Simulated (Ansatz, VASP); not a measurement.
One calculation of Br, two programs

```
Br
1.0
    -1.40425    1.40425    3.52917
     1.40425   -1.40425    3.52917
     1.40425    1.40425   -3.52917
Br
1
Direct
  0.00000 0.00000 0.00000
```

Change from the starting cell: volume scaled by 0.96.

Alike in both runs: task single point; functional pbe exchange, lyp correlation; k mesh 13 × 13 × 13; occupations fermi-dirac, width 0.1 eV; collinear spin; fixed moment 1 μB.

```csv
,VASP,Ansatz
version,VASP 6.6.1,Ansatz 0.2.0
potentials or method,"VASP PAW PBE potentials, release 64 (Br), cutoff 500 eV","all-electron LAPW, Dirac moment of small components"
```

Ansatz gave:

- pressure (GPa): 14.9
- traceless stress, the component that is largest in VASP (GPa): -11.74
- size of the moment on the site where the two differ most (μB): 0.92

Task: Estimate VASP's values.

Result: Pressure (GPa): 14.9; traceless stress, the component that is largest in VASP (GPa): -11.77; size of the moment on the site where the two differ most (μB): 0.81.

VASP's potentials were made for PBE, not for pbe exchange, lyp correlation. Site moments also hang on the region over which each program counts them. Ansatz ran all-electron here, and VASP with PAW potentials.
